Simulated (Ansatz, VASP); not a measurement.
**Two plane-wave programs on Cs2AgBiBr6**

```xyz
10
Lattice="0.0000 5.6704 5.6704 5.6704 0.0000 5.6704 5.6704 5.6704 0.0000" Properties=species:S:1:pos:R:3 pbc="T T T"
Cs    2.8352    2.8352    2.8352
Cs    8.5056    8.5056    8.5056
Ag    5.6704    5.6704    5.6704
Bi    0.0000    0.0000    0.0000
Br    5.6704    2.8568    5.6704
Br    8.4841    5.6704    5.6704
Br    5.6704    8.4841    5.6704
Br    2.8568    5.6704    5.6704
Br    5.6704    5.6704    2.8568
Br    5.6704    5.6704    8.4841
```

Alike in both runs: functional r2SCAN; k mesh 4 × 4 × 4; occupations fermi-dirac, width 0.02 eV; no spin polarisation.

Ansatz relaxed the structure, and its values are those at the end. VASP's run is a single point on that final structure, the one shown.

|  | VASP | Ansatz |
| --- | --- | --- |
| version | VASP 6.6.1 | Ansatz 0.2.0 |
| potentials or method | VASP PAW PBE potentials, release 64 (Cs_sv, Ag, Bi_d, Br), cutoff 520 eV | PAW plane waves |
| valence electrons in the cell | 86 | 94 |

```csv
,VASP,Ansatz,Ansatz less VASP
gap on the k mesh at the Fermi level (eV),1.65,1.67,+0.019
pressure (GPa),0.0,0.0,+0.01
```

VASP's potentials were made for PBE, not for r2SCAN. VASP's potentials hold 86 valence electrons a cell and Ansatz's 94, so a difference there can come from the potentials and not from the codes.

Spin-orbit coupling is off throughout.
